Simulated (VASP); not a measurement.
## Pt: relaxation of cell and atoms with PBEsol

Pt:

```
Pt
1.0
     0.00000    1.97158    1.97158
     1.97158    0.00000    1.97158
     1.97158    1.97158    0.00000
Pt
1
Direct
  0.00000 0.00000 0.00000
```

```json
{"Program": "VASP 6.6.1", "Task": "relaxation of cell and atoms", "Functional": "PBEsol", "Potentials or basis": "VASP PAW PBE potentials, release 64 (Pt)", "Cutoff": "600 eV", "k mesh": "18 × 18 × 18", "Occupations": "gaussian, width 0.1 eV", "Spin": "no spin polarisation", "Dipole correction": "no", "Further INCAR settings": "ALGO = Fast; EDIFF = 1e-06; IBRION = 2; EDIFFG = -0.005; NSW = 100; ISIF = 3"}
```

The relaxed volume is 15.02 Å³/atom, the relaxed cell is a = 2.769 Å, b = 2.769 Å, c = 2.769 Å, α = 60.00°, β = 60.00°, γ = 60.00° and the space group after relaxing (to 0.05 Å) is Fm-3m (No. 225). The energy gained by relaxing is 5.5 meV/atom and the ionic steps are 5. The pressure after relaxing is 0.0 GPa and the band gap on the k mesh is zero (band 5 reaches 11.68 eV, above the bottom of band 6 at 9.43 eV).

The path:
| step | energy change (eV) | largest force (eV/Å) | pressure (GPa) | volume (Å³) |
| --- | --- | --- | --- | --- |
| 1 | 0.0000 | 0.0000 | -5.55 | 15.33 |
| 2 | 0.0425 | 0.0000 | 19.49 | 14.18 |
| 3 | -0.0055 | 0.0000 | -0.30 | 15.03 |
| 4 | -0.0055 | 0.0000 | 0.12 | 15.01 |
| 5 | -0.0055 | 0.0000 | 0.02 | 15.02 |

Final structure:
```
CELL_PARAMETERS angstrom
0.00000 1.95823 1.95823
1.95823 0.00000 1.95823
1.95823 1.95823 0.00000
ATOMIC_POSITIONS crystal
Pt 0.00000 0.00000 0.00000
```

Levels at points of the mesh, in eV from the Fermi level:
```tsv
k point	band 2	band 3	band 4	band 5	band 6	band 7	band 8	band 9
(0.00, 0.00, 0.00)	-3.83	-3.83	-3.83	-1.64	-1.64	14.61	19.59	19.59
(0.50, 0.00, 0.00)	-3.89	-3.89	-0.57	0.04	0.04	5.83	14.17	18.97
(0.50, 0.50, 0.00)	-6.69	0.02	0.49	0.49	1.70	8.87	11.35	11.35
```

Wall time 60 s on 1 thread of Intel(R) Xeon(R) Platinum 8259CL CPU @ 2.50GHz (Skylake/Cascade Lake) (shared host), peak memory 0.18 GiB.

Caveat: the PAW data sets were made with another functional, which shifts forces and pressure a little; spin-orbit coupling is left out, which moves the levels of the heavy elements.
